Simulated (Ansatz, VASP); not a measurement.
# Two plane-wave programs on WS

File INCAR:

```
  PREC = Accurate
  ENCUT = 520
  EDIFF = 1E-6
  ISMEAR = 0
  SIGMA = 0.1
  LREAL = F
  LASPH = T
  NELM = 150
  ALGO = Normal
  ISIF = 2
  LWAVE = F
  LCHARG = F
  ISPIN = 2
  MAGMOM = 0.5 0
  LORBIT = 11
  LMAXMIX = 4
  LDAU = T
  LDAUTYPE = 2
  LDAUL = 2 -1
  LDAUU = 6.2 0
  LDAUJ = 0 0
  LDAUPRINT = 1
  GGA = PE
  NBANDS = 21
```

Contents of KPOINTS:

```
Automatic mesh
0
Gamma
  14 14 14
```

The input POSCAR:

```
WS
1.0
    0.0000000000      2.7419823685      2.7419823685
    2.7419823685      0.0000000000      2.7419823685
    2.7419823685      2.7419823685      0.0000000000
W S
1 1
Direct
    0.0000000000      0.0000000000      0.0000000000
    0.5000000000      0.5000000000      0.5000000000
```

Input for Ansatz:

```yaml
crystal:
  lattice:
    - [0.0, 2.7419823685, 2.7419823685]
    - [2.7419823685, 0.0, 2.7419823685]
    - [2.7419823685, 2.7419823685, 0.0]
  atoms:
    - { symbol: W, position: [0.0, 0.0, 0.0], spin: 0.5 }
    - { symbol: S, position: [0.5, 0.5, 0.5] }
basis:
  ecutwfc: 420
kpoints:
  mp_grid: { grid: [14, 14, 14] }
hamiltonian:
  xc: pbe
  hubbard: { sites: [{ species: W, l: d, u_eff: 6.2 }] }
scf:
  occupations: { method: gaussian, width: 0.1 }
output:
  forces: true
  stress: true
  eigenvalues: true
  populations: true
magnetization:
  spin_polarized: true
```

Alike in both runs: task single point; functional PBE; k mesh 14 × 14 × 14; occupations gaussian, width 0.1 eV; collinear spin; Hubbard terms W d U = 6.2 eV.

|  | VASP | Ansatz |
| --- | --- | --- |
| version | VASP 6.6.1 | Ansatz 0.2.0 |
| potentials or method | VASP PAW PBE potentials, release 64 (W_sv, S), cutoff 520 eV | scalar-relativistic, plane waves, PAW |
| valence electrons in the cell | 20 | 20 |

```csv
,VASP,Ansatz,Ansatz less VASP
gap on the k mesh at the Fermi level (eV),none,none,-
pressure (GPa),-5.0,0.0,+5.00
net moment per atom (μB),1.86,2.00,+0.138
size of the moment on the site where the two differ most (μB),3.05,2.97,-0.075
```

The net moments are unlike, so the other rows may belong to different states. Site moments also hang on the region over which each program counts them. The programs project onto different local orbitals, so the same U acts differently, and such runs can settle in different states. A gap of «none» marks a metal or a gap that the smearing closes. Ansatz's warnings: filled band counts differ across k points.

Neither program's run includes spin-orbit coupling.
